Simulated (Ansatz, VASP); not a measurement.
# MoS2 in VASP and in Ansatz

Contents of INCAR:

```
SYSTEM = MoS2
PREC = Accurate ; ENCUT = 520
EDIFF = 1E-7 ; ISMEAR = 0
SIGMA = 0.02 ; LREAL = .FALSE.
LASPH = .TRUE. ; NELM = 100
ALGO = Normal ; ISIF = 2
LWAVE = .FALSE. ; LCHARG = .FALSE.
GGA = PE ; IVDW = 12
IBRION = 2 ; NSW = 60
EDIFFG = -0.008
```

Contents of KPOINTS:

```
Automatic mesh
0
G
  12 12 4
  0 0 0
```

POSCAR

```
MoS2
1.0
    3.1497239970      0.0000000000      0.0000000000
   -1.5748619985      2.7277409963      0.0000000000
    0.0000000000      0.0000000000      6.8469689400
Mo S
1 2
Direct
    0.0000000000      0.0000000000      0.0000000000
    0.3333333333      0.6666666667      0.2313598010
    0.3333333333      0.6666666667      0.7686401990
```

Input for Ansatz:

```yaml
crystal:
  lattice:
    - [3.149723997, 0.0, 0.0]
    - [-1.5748619985, 2.7277409963, 0.0]
    - [0.0, 0.0, 6.84696894]
  atoms:
    - { symbol: Mo, position: [0.0, 0.0, 0.0] }
    - { symbol: S, position: [0.3333333333, 0.6666666667, 0.231359801] }
    - { symbol: S, position: [0.3333333333, 0.6666666667, 0.768640199] }
basis:
  ecutwfc: 420
kpoints:
  mp_grid: { grid: [12, 12, 4] }
hamiltonian:
  xc: pbe
  dispersion: d3bj
scf:
  occupations: { method: gaussian, width: 0.02 }
output:
  forces: true
  stress: true
  eigenvalues: true
  write_density: true
  write_potential: true
  elf: true
  volumetric_format: npy
relax:
  adjacent_minimum: "off"
  f_tol: 0.008
  max_steps: 40
```

Change from the starting cell: strain along c alone, the other axes held, atoms relaxed: +3.0 %.

Alike in both runs: task relaxation of the atoms; functional PBE; dispersion D3(BJ); k mesh 12 × 12 × 4; occupations gaussian, width 0.02 eV; no spin polarisation.

```csv
,VASP,Ansatz
version,VASP 6.6.1,Ansatz 0.2.0
potentials or method,"VASP PAW PBE potentials, release 64 (Mo_sv, S), cutoff 520 eV","scalar-relativistic, plane waves, PAW"
valence electrons in the cell,26,26
```

```tsv
	VASP	Ansatz	Ansatz less VASP
gap on the k mesh at the Fermi level, each at its own relaxed structure (eV)	1.37	1.36	-0.010
```

Ansatz's warnings: stress scf threshold loose.
